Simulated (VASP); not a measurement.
Set up this calculation in VASP 6.6.1, as the native input.

```
Task                   : single point
Functional             : PBE
Potentials or basis    : VASP PAW PBE potentials, release 64 (Ga_d, Sb)
Cutoff                 : 520 eV
k mesh                 : 18 × 18 × 18
Occupations            : gaussian, width 0.15 eV
Spin                   : no spin polarisation
Dipole correction      : no
Further INCAR settings : ALGO = Normal; EDIFF = 1e-06; NBANDS = 16
```

The structure of GaSb lies in POSCAR:

```
GaSb
1.0
   -1.7484585839      2.6782362689      2.9756863538
    1.7484585839     -2.6782362689      2.9756863538
    1.7484585839      2.6782362689     -2.9756863538
Ga Sb
1 1
Direct
    0.0000000000      0.0000000000      0.0000000000
    0.5000000000      0.5000000000      0.0000000000
```

The input as run:

INCAR

```
PREC = Accurate ; ENCUT = 520
EDIFF = 1E-6 ; ISMEAR = 0
SIGMA = 0.15 ; LREAL = F
LASPH = T ; NELM = 100
ALGO = Normal ; ISIF = 2
LWAVE = F ; LCHARG = F
GGA = PE ; NBANDS = 16
```

KPOINTS

```
regular mesh
0
Gamma
  18 18 18
```

Potentials or basis: VASP PAW PBE potentials, release 64 (Ga_d, Sb).

Run with:

```console
$ cat potpaw_PBE.64/Ga_d/POTCAR potpaw_PBE.64/Sb/POTCAR > POTCAR
$ mpirun -np 1 vasp_std > vasp.out
```

Results of the run:

The pressure is -5.4 GPa. The band gap on the k mesh is zero (bands 9 and 10 overlap by 4.32 eV).

Caveat: the cell stands under tension; spin-orbit coupling is left out, which moves the levels of the heavy elements.

Run time: 2.4 min on 1 thread of Intel(R) Xeon(R) 6975P-C (Granite Rapids), with other jobs on the host, peak memory 0.84 GiB.
